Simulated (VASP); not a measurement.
# SiC in VASP: further runs

SiC is run at these levels: r2SCAN; tasks: single point.

All numbers are computed with VASP 6.6.1; they aren't measurements. Logs are shortened: lines on timing, memory, paths and dates and some standing lists are left out, and cuts for length are marked.

**1. The cell of the first run**

The cell holds a slab with vacuum, 20 atoms: a = 3.075 Å, b = 5.048 Å, c = 26.541 Å, α = 90.00°, β = 90.00°, γ = 90.00°.

**2. Single point, r2SCAN**

POSCAR reads:

```
SiC
1.0
    3.0751950076      0.0000000000      0.0000000000
    0.0000000000      5.0481668526      0.0000000000
    0.0000000000      0.0000000000     26.5405203255
Si C
10 10
Direct
    0.0000000000      0.9953971172      0.2825867733
    0.5000000000      0.4953971172      0.3160349620
    0.5000000000      0.9953971172      0.3829313395
    0.0000000000      0.4953971172      0.4163795282
    0.0000000000      0.9953971172      0.4832759056
    0.5000000000      0.4953971172      0.5167240944
    0.5000000000      0.9953971172      0.5836204718
    0.0000000000      0.4953971172      0.6170686605
    0.0000000000      0.9953971172      0.6839650380
    0.5000000000      0.4953971172      0.7174132267
    0.0000000000      0.6196028828      0.2825867733
    0.5000000000      0.1196028828      0.3160349620
    0.5000000000      0.6196028828      0.3829313395
    0.0000000000      0.1196028828      0.4163795282
    0.0000000000      0.6196028828      0.4832759056
    0.5000000000      0.1196028828      0.5167240944
    0.5000000000      0.6196028828      0.5836204718
    0.0000000000      0.1196028828      0.6170686605
    0.0000000000      0.6196028828      0.6839650380
    0.5000000000      0.1196028828      0.7174132267
```

INCAR.step1 reads:

```
SYSTEM = SiC
  PREC = Accurate
  ENCUT = 520
  ISMEAR = 0
  SIGMA = 0.05
  LREAL = Auto
  LASPH = .TRUE.
  NELM = 80
  LDIPOL = .TRUE.
  IDIPOL = 3
  DIPOL = 0.5 0.5 0.500
  NBANDS = 56
  GGA = PE
  ALGO = Normal
  EDIFF = 1E-4
  LWAVE = .TRUE.
  LCHARG = .FALSE.
```

INCAR.step2 reads:

```
SYSTEM = SiC
  PREC = Accurate
  ENCUT = 520
  EDIFF = 1E-7
  ISMEAR = 0
  SIGMA = 0.05
  LREAL = Auto
  LASPH = .TRUE.
  NELM = 80
  ALGO = Normal
  ISIF = 2
  LWAVE = .FALSE.
  LCHARG = .FALSE.
  LDIPOL = .TRUE.
  IDIPOL = 3
  DIPOL = 0.5 0.5 0.500
  METAGGA = R2SCAN
  LMIXTAU = .TRUE.
  NBANDS = 56
  ISTART = 1
```

KPOINTS reads:

```
regular mesh
0
G
  9 5 1
  0 0 0
```

Potentials or basis: VASP PAW PBE potentials, release 64 (Si, C).

Started as:

```bash
cat potpaw_PBE.64/Si/POTCAR potpaw_PBE.64/C/POTCAR > POTCAR
cp INCAR.step1 INCAR
mpirun -np 1 vasp_std > vasp.out
cp INCAR.step2 INCAR
mpirun -np 1 vasp_std > vasp.out
```

OUTCAR:

```text
SYSTEM = SiC
   PREC = Accurate
   ENCUT = 520
   EDIFF = 1E-7
   ISMEAR = 0
   LREAL = Auto
   LASPH = .TRUE.
   NELM = 80
   ISIF = 2
   METAGGA = R2SCAN
   ISTART = 1

 ion  position               nearest neighbor table
   1  0.000  0.995  0.283-  12 1.88  12 1.88  11 1.90   3 3.08   3 3.08   2 3.09   2 3.09   2 3.09
                             2 3.09
   2  0.500  0.495  0.316-  11 1.88  11 1.88  13 1.88  12 1.90   4 3.08   4 3.08   1 3.09   1 3.09
                             1 3.09   1 3.09   3 3.09   3 3.09
   3  0.500  0.995  0.383-  14 1.88  14 1.88  12 1.88  13 1.90   5 3.08   5 3.08   1 3.08   1 3.08
                             4 3.09   4 3.09   4 3.09   4 3.09   2 3.09   2 3.09
   4  0.000  0.495  0.416-  15 1.88  13 1.88  13 1.88  14 1.90   2 3.08   2 3.08   6 3.08   6 3.08
                             5 3.09   5 3.09   3 3.09   3 3.09   3 3.09   3 3.09
   5  0.000  0.995  0.483-  14 1.88  16 1.88  16 1.88  15 1.90   3 3.08   3 3.08   7 3.08   7 3.08
                             4 3.09   4 3.09   6 3.09   6 3.09   6 3.09   6 3.09
   6  0.500  0.495  0.517-  17 1.88  15 1.88  15 1.88  16 1.90   8 3.08   8 3.08   4 3.08   4 3.08
                             7 3.09   7 3.09   5 3.09   5 3.09   5 3.09   5 3.09
   7  0.500  0.995  0.584-  16 1.88  18 1.88  18 1.88  17 1.90   9 3.08   9 3.08   5 3.08   5 3.08
                             6 3.09   6 3.09   8 3.09   8 3.09   8 3.09   8 3.09
   8  0.000  0.495  0.617-  17 1.88  17 1.88  19 1.88  18 1.90   6 3.08   6 3.08  10 3.08  10 3.08
                             7 3.09   7 3.09   7 3.09   7 3.09   9 3.09   9 3.09
   9  0.000  0.995  0.684-  20 1.88  20 1.88  18 1.88  19 1.90   7 3.08   7 3.08  10 3.09  10 3.09
                            10 3.09  10 3.09   8 3.09   8 3.09
  10  0.500  0.495  0.717-  19 1.88  19 1.88  20 1.90   8 3.08   8 3.08   9 3.09   9 3.09   9 3.09
                             9 3.09
  11  0.000  0.620  0.283-   2 1.88   2 1.88   1 1.90
  12  0.500  0.120  0.316-   1 1.88   1 1.88   3 1.88   2 1.90
  13  0.500  0.620  0.383-   4 1.88   4 1.88   2 1.88   3 1.90
  14  0.000  0.120  0.416-   5 1.88   3 1.88   3 1.88   4 1.90
  15  0.000  0.620  0.483-   4 1.88   6 1.88   6 1.88   5 1.90
  16  0.500  0.120  0.517-   7 1.88   5 1.88   5 1.88   6 1.90
  17  0.500  0.620  0.584-   6 1.88   8 1.88   8 1.88   7 1.90
  18  0.000  0.120  0.617-   7 1.88   7 1.88   9 1.88   8 1.90
  19  0.000  0.620  0.684-  10 1.88  10 1.88   8 1.88   9 1.90
  20  0.500  0.120  0.717-   9 1.88   9 1.88  10 1.90

  LATTYP: Found a simple orthorhombic cell.
 ALAT       =     3.0751950076
 B/A-ratio  =     1.6415761733
 C/A-ratio  =     8.6305161981

  Lattice vectors:

 A1 = (   3.0751950076,   0.0000000000,   0.0000000000)
 A2 = (   0.0000000000,   5.0481668526,   0.0000000000)
 A3 = (   0.0000000000,   0.0000000000,  26.5405203255)

Analysis of symmetry for initial positions (statically):
=====================================================================
 Subroutine PRICEL returns:
[... 172 lines left out ...]
  volume/ion in A,a.u.               =      20.60       139.02
  Fermi-wavevector in a.u.,A,eV,Ry     =   0.947981  1.791424 12.227116  0.898668
  Thomas-Fermi vector in A             =   2.076126
   LORBIT       =      0    0 simple, 1 ext, 2 COOP (PROOUT), +10 PAW based schemes
   METAGGA = R2SCAN    functional components
   LHFCALC =     F    Hartree Fock is set to
   AEXX    =    0.0000 exact exchange contribution
   IVDW    =     0    specifies the selected vdW correction
   LEPSILON=     F    determine dielectric tensor
   LRPA    =     F    only Hartree local field effects (RPA)
 non-spin polarized calculation
 Gauss-broadening in eV      SIGMA  =   0.05
  energy-cutoff  :      520.00
  volume of cell :      412.02
 maximum number of plane-waves:     11134
 NGX is ok and might be reduce to    24
   NGX = 11   NGY = 19   NGZ = 99

 dipolmoment           0.000000      0.000000     -0.000000 electrons x Angstroem

 number of electron      79.9999994 magnetization

 dipolmoment           0.000000      0.000000      0.000000 electrons x Angstroem

 Free energy of the ion-electron system (eV)
  ---------------------------------------------------
  ext. energy  EPLUGINS =         0.00000000
  ---------------------------------------------------
  free energy    TOTEN  =      -186.67742739 eV

  energy without entropy =     -186.67742739  energy(sigma->0) =     -186.67742739

 E-fermi :   1.7216     XC(G=0):  -6.6081

 val. band max:        1.4602467033   @ k =   0.4444   0.4000   0.0000
 cond. band min:       2.2121264781   @ k =   0.4444   0.4000   0.0000
 fundamental gap:      0.7518797747
 Fermi energy:         1.7215597764

 k-point     1 :       0.0000    0.0000    0.0000
  band No.  band energies     occupation
      1     -15.1220      2.00000
      2     -14.5876      2.00000
      3     -13.8044      2.00000
      4     -12.8532      2.00000
      5     -12.0701      2.00000
      6     -11.5177      2.00000
[... 814 lines left out ...]
     51       6.8475      0.00000
     52       6.9304      0.00000
 [bands above 52 left out]

------------------------ aborting loop because EDIFF is reached ----------------------------------------

 vacuum level on the upper side and lower side of the slab       (xc-potential included)        -0.034        -0.034

  FORCE on cell =-STRESS in cart. coord.  units (eV):
  Direction    XX          YY          ZZ          XY          YZ          ZX
  --------------------------------------------------------------------------------------
  -------------------------------------------------------------------------------------
  Total        0.7615179     -9.9064264     -4.5850686      0.0000000      0.0000000      0.0000000
  in kB        2.9612489    -38.5222642    -17.8295602      0.0000000      0.0000000      0.0000000
  external PRESSURE =     -17.7968585 kB  Pullay stress =       0.0000000 kB

 VOLUME and BASIS-vectors are now :
 -----------------------------------------------------------------------------
  energy-cutoff  :      520.00
  volume of cell :      412.02
      direct lattice vectors                 reciprocal lattice vectors
     3.075195008  0.000000000  0.000000000     0.325182630  0.000000000  0.000000000
     0.000000000  5.048166853  0.000000000     0.000000000  0.198091709  0.000000000
     0.000000000  0.000000000 26.540520326     0.000000000  0.000000000  0.037678236

 POSITION                                       TOTAL-FORCE (eV/Angst)
 -----------------------------------------------------------------------------------
      0.00000      5.02493      7.50000         0.000000     -2.655470      1.850828
      1.53760      2.50085      8.38773         0.000000      0.981102     -2.556024
      1.53760      5.02493     10.16320         0.000000     -0.687481      0.061031
      0.00000      2.50085     11.05093         0.000000      0.114875     -0.127276
      0.00000      5.02493     12.82639         0.000000     -0.062363      0.067815
      1.53760      2.50085     13.71413         0.000000     -0.062363     -0.067815
[... 12 lines left out ...]
      0.00000      3.12786     18.15279         0.000000      0.646686      1.011528
      1.53760      0.60378     19.04052         0.000000      1.549486     -1.356746
 -----------------------------------------------------------------------------------
    total drift:                                0.000000      0.061408      0.000001

  FREE ENERGIE OF THE ION-ELECTRON SYSTEM (eV)
  ---------------------------------------------------
  free  energy   TOTEN  =      -186.6774273876 eV

  energy  without entropy=     -186.6774273876  energy(sigma->0) =     -186.67742739

 vacuum level on the upper side and lower side of the slab         7.006         7.006
```

OUTCAR.step1:

```text
SYSTEM = SiC
   PREC = Accurate
   ENCUT = 520
   ISMEAR = 0
   LREAL = Auto
   LASPH = .TRUE.
   NELM = 80
   GGA = PE
   EDIFF = 1E-4
[... 1123 lines left out ...]
      0.00000      3.12786     18.15279         0.000000      0.574030      0.959410
      1.53760      0.60378     19.04052         0.000000      1.392285     -1.116800
 -----------------------------------------------------------------------------------
    total drift:                                0.000000      0.056123      0.000001

  FREE ENERGIE OF THE ION-ELECTRON SYSTEM (eV)
  ---------------------------------------------------
  free  energy   TOTEN  =      -144.6498939817 eV

  energy  without entropy=     -144.6498939817  energy(sigma->0) =     -144.64989398

 vacuum level on the upper side and lower side of the slab         7.089         7.089
```

Wall time 60 min (1 thread of Intel Xeon Platinum 8259CL at 2.50GHz (Skylake/Cascade Lake), shared host); peak memory 0.61 GiB.

Results:

```
Free energy            : -186.6774 eV
Largest force          : 3.237 eV/Å
Band gap on the k mesh : 0.75 eV
```

Forces on the atoms (eV/Å):
```
Si   0.000 -2.655  1.851
Si   0.000  0.981 -2.556
Si   0.000 -0.687  0.061
Si   0.000  0.115 -0.127
Si   0.000 -0.062  0.068
Si   0.000 -0.062 -0.068
Si   0.000  0.115  0.127
Si   0.000 -0.687 -0.061
Si   0.000  0.981  2.556
Si   0.000 -2.655 -1.851
C    0.000  1.549  1.357
C    0.000  0.647 -1.012
C    0.000 -0.011  0.521
C    0.000  0.099 -0.197
C    0.000  0.025  0.144
C    0.000  0.025 -0.144
C    0.000  0.099  0.197
C    0.000 -0.011 -0.521
C    0.000  0.647  1.012
C    0.000  1.549 -1.357
```

Caveat: semilocal functionals underestimate gaps, and a narrow one can read as zero; the PAW data sets were made with another functional, which shifts forces and pressure a little.

**3. Single point, r2SCAN**

POSCAR reads:

```
SiC
1.0
    3.0751950076      0.0000000000      0.0000000000
    0.0000000000      5.0481668526      0.0000000000
    0.0000000000      0.0000000000     26.5405203255
Si C
10 10
Direct
    0.0000000000      0.9727323273      0.2918310701
    0.5000000000      0.5051260344      0.3133269168
    0.5000000000      0.9907876875      0.3836486598
    0.0000000000      0.4957759303      0.4161524995
    0.0000000000      0.9933083160      0.4833313032
    0.5000000000      0.4933083135      0.5166686950
    0.5000000000      0.9957759101      0.5838474990
    0.0000000000      0.4907876574      0.6163513390
    0.0000000000      1.0051259803      0.6866730854
    0.5000000000      0.4727322637      0.7081689306
    0.0000000000      0.6321430540      0.2860209491
    0.5000000000      0.1308963976      0.3145865105
    0.5000000000      0.6174352423      0.3831507685
    0.0000000000      0.1189256246      0.4160562575
    0.0000000000      0.6178695567      0.4835661047
    0.5000000000      0.1178695541      0.5164338927
    0.5000000000      0.6189256049      0.5839437406
    0.0000000000      0.1174352128      0.6168492322
    0.0000000000      0.6308963370      0.6854134898
    0.5000000000      0.1321429954      0.7139790559
```

INCAR.step1 reads:

```
SYSTEM = SiC
PREC = Accurate
ENCUT = 520
ISMEAR = 0
SIGMA = 0.05
LREAL = Auto
LASPH = .TRUE.
NELM = 100
LDIPOL = .TRUE.
IDIPOL = 3
DIPOL = 0.5 0.5 0.500
NBANDS = 56
GGA = PE
ALGO = Normal
EDIFF = 1E-4
LWAVE = .TRUE.
LCHARG = .FALSE.
```

INCAR.step2 reads:

```
SYSTEM = SiC
PREC = Accurate
ENCUT = 520
EDIFF = 1E-6
ISMEAR = 0
SIGMA = 0.05
LREAL = Auto
LASPH = .TRUE.
NELM = 100
ALGO = Normal
ISIF = 2
LWAVE = .FALSE.
LCHARG = .FALSE.
LDIPOL = .TRUE.
IDIPOL = 3
DIPOL = 0.5 0.5 0.500
METAGGA = R2SCAN
LMIXTAU = .TRUE.
NBANDS = 56
ISTART = 1
```

KPOINTS is that of step 2.

Potentials or basis: VASP PAW PBE potentials, release 64 (Si, C).

Started as:

```bash
cat potpaw_PBE.64/Si/POTCAR potpaw_PBE.64/C/POTCAR > POTCAR
cp INCAR.step1 INCAR
mpirun -np 1 vasp_std > vasp.out
cp INCAR.step2 INCAR
mpirun -np 1 vasp_std > vasp.out
```

OUTCAR:

```text
SYSTEM = SiC
   PREC = Accurate
   ENCUT = 520
   EDIFF = 1E-6
   ISMEAR = 0
   LREAL = Auto
   LASPH = .TRUE.
   NELM = 100
   ISIF = 2
   METAGGA = R2SCAN
   ISTART = 1

 ion  position               nearest neighbor table
   1  0.000  0.973  0.292-  11 1.73  12 1.83  12 1.83   2 2.87   2 2.87   3 2.88   3 2.88   2 3.15
                             2 3.15
   2  0.500  0.505  0.313-  11 1.82  11 1.82  12 1.89  13 1.94   1 2.87   1 2.87   3 3.08   4 3.13
                             4 3.13   1 3.15   1 3.15
   3  0.500  0.991  0.384-  14 1.88  14 1.88  13 1.88  12 1.96   1 2.88   1 2.88   4 3.06   4 3.06
                             5 3.06   5 3.06   2 3.08   4 3.10   4 3.10
   4  0.000  0.496  0.416-  13 1.87  13 1.87  15 1.89  14 1.90   3 3.06   3 3.06   6 3.08   6 3.08
                             5 3.08   3 3.10   3 3.10   5 3.10   2 3.13   2 3.13
   5  0.000  0.993  0.483-  16 1.88  16 1.88  14 1.89  15 1.90   3 3.06   3 3.06   7 3.08   7 3.08
                             4 3.08   6 3.09   6 3.09   6 3.09   6 3.09   4 3.10
   6  0.500  0.493  0.517-  15 1.88  15 1.88  17 1.89  16 1.90   8 3.06   8 3.06   4 3.08   4 3.08
                             7 3.08   5 3.09   5 3.09   5 3.09   5 3.09   7 3.10
[... 1067 lines left out ...]

------------------------ aborting loop because EDIFF is reached ----------------------------------------

 vacuum level on the upper side and lower side of the slab       (xc-potential included)         0.022         0.022

  FORCE on cell =-STRESS in cart. coord.  units (eV):
  Direction    XX          YY          ZZ          XY          YZ          ZX
  --------------------------------------------------------------------------------------
  -------------------------------------------------------------------------------------
  Total        4.5762423      3.1377548     -0.3129756      0.0000000      0.0000000      0.0000000
  in kB       17.7952379     12.2015161     -1.2170412      0.0000000      0.0000000      0.0000000
  external PRESSURE =       9.5932376 kB  Pullay stress =       0.0000000 kB

 VOLUME and BASIS-vectors are now :
 -----------------------------------------------------------------------------
  energy-cutoff  :      520.00
  volume of cell :      412.02
      direct lattice vectors                 reciprocal lattice vectors
     3.075195008  0.000000000  0.000000000     0.325182630  0.000000000  0.000000000
     0.000000000  5.048166853  0.000000000     0.000000000  0.198091709  0.000000000
     0.000000000  0.000000000 26.540520326     0.000000000  0.000000000  0.037678236

 POSITION                                       TOTAL-FORCE (eV/Angst)
 -----------------------------------------------------------------------------------
      0.00000      4.91052      7.74535         0.000000     -0.006585      0.009975
      1.53760      2.54996      8.31586         0.000000     -0.000076     -0.010211
      1.53760      5.00166     10.18224         0.000000      0.003041     -0.006819
      0.00000      2.50276     11.04490         0.000000     -0.003738     -0.000167
      0.00000      5.01439     12.82786         0.000000     -0.000029     -0.002470
      1.53760      2.49030     13.71266         0.000000     -0.000029      0.002470
[... 12 lines left out ...]
      0.00000      3.18487     18.19123         0.000000     -0.002574     -0.000273
      1.53760      0.66708     18.94938         0.000000     -0.005996     -0.022278
 -----------------------------------------------------------------------------------
    total drift:                                0.000000      0.024461      0.000079

  FREE ENERGIE OF THE ION-ELECTRON SYSTEM (eV)
  ---------------------------------------------------
  free  energy   TOTEN  =      -188.1344126478 eV

  energy  without entropy=     -188.1344126478  energy(sigma->0) =     -188.13441265

 vacuum level on the upper side and lower side of the slab         7.006         7.006
```

Wall time 63 min (1 thread of Intel Xeon Platinum 8259CL at 2.50GHz (Skylake/Cascade Lake), shared host); peak memory 0.61 GiB.

What came out:

```yaml
Free_energy: -188.1344 eV
Largest_force: 0.023 eV/Å
Band_gap_on_the_k_mesh: 1.81 eV (least direct gap 2.19 eV)
```

Forces in eV/Å, atoms in the order of the input:
```
Si   0.000 -0.007  0.010
Si   0.000  0.000 -0.010
Si   0.000  0.003 -0.007
Si   0.000 -0.004  0.000
Si   0.000  0.000 -0.002
Si   0.000  0.000  0.002
Si   0.000 -0.004  0.000
Si   0.000  0.003  0.007
Si   0.000  0.000  0.010
Si   0.000 -0.007 -0.010
C    0.000 -0.006  0.022
C    0.000 -0.003  0.000
C    0.000 -0.001  0.002
C    0.000  0.011  0.012
C    0.000  0.006 -0.003
C    0.000  0.006  0.003
C    0.000  0.011 -0.012
C    0.000 -0.001 -0.002
C    0.000 -0.003  0.000
C    0.000 -0.006 -0.022
```

Caveat: the PAW data sets were made with another functional, which shifts forces and pressure a little.
